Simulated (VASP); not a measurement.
Input of a VASP 6.6.1 run:

File POSCAR:

```
Zn
1.0
    0.0000000000      1.9647760000      1.9647760000
    1.9647760000      0.0000000000      1.9647760000
    1.9647760000      1.9647760000      0.0000000000
Zn
1
Direct
    0.0000000000      0.0000000000      0.0000000000
```

File INCAR.step1:

```
SYSTEM = Zn
PREC = Accurate ; ENCUT = 500
EDIFF = 1E-5 ; ISMEAR = -1
SIGMA = 0.05 ; LREAL = .FALSE.
LASPH = .TRUE. ; NELM = 120
ALGO = Normal ; LWAVE = .TRUE.
LCHARG = .FALSE. ; GGA = PE
NBANDS = 12 ; GGA_COMPAT = .FALSE.
IBRION = 2 ; ISIF = 3
EDIFFG = -0.005 ; NELMIN = 4
NSW = 100
```

The input INCAR.step2:

```
SYSTEM = Zn
PREC = Accurate ; ENCUT = 500
EDIFF = 1E-7 ; ISMEAR = -1
SIGMA = 0.05 ; LREAL = .FALSE.
LASPH = .TRUE. ; NELM = 120
ALGO = Normal ; ISIF = 3
LWAVE = .FALSE. ; LCHARG = .FALSE.
GGA = PE ; LHFCALC = .TRUE.
AEXX = 1.0 ; ALDAC = 0.0
AGGAC = 0.0 ; PRECFOCK = Normal
IBRION = 2 ; NSW = 60
EDIFFG = -0.01 ; ISTART = 1
GGA_COMPAT = .FALSE. ; NELMIN = 4
```

KPOINTS

```
Automatic mesh
0
G
  6 6 6
  0 0 0
```

Potentials or basis: VASP PAW PBE potentials, release 64 (Zn).

Launch:

```console
$ cat potpaw_PBE.64/Zn/POTCAR > POTCAR
$ cp INCAR.step1 INCAR
$ mpirun -np 1 vasp_std > vasp.out
$ cp INCAR.step2 INCAR
$ mpirun -np 1 vasp_std > vasp.out
```

Problem. What does it give for the band gap on the k mesh?

Solution. Zero (bands 6 and 7 overlap by 4.96 eV).

Problem. Predict the relaxed volume.

Solution. 17.69 Å³/atom.

Final structure:
```yaml
crystal:
  lattice:
    - [0.00000, 2.06790, 2.06790]
    - [2.06790, 0.00000, 2.06790]
    - [2.06790, 2.06790, 0.00000]
  atoms:
    - { symbol: Zn, position: [0.00000, 0.00000, 0.00000] }
```

Caveat: the k points lie up to 0.44 Å⁻¹ apart in the final cell, too coarse for converged energies and pressures of a metal; the volume moved by over 15 % at a fixed basis, so the end points are rough; the PAW data sets were made with another functional, which shifts forces and pressure a little.
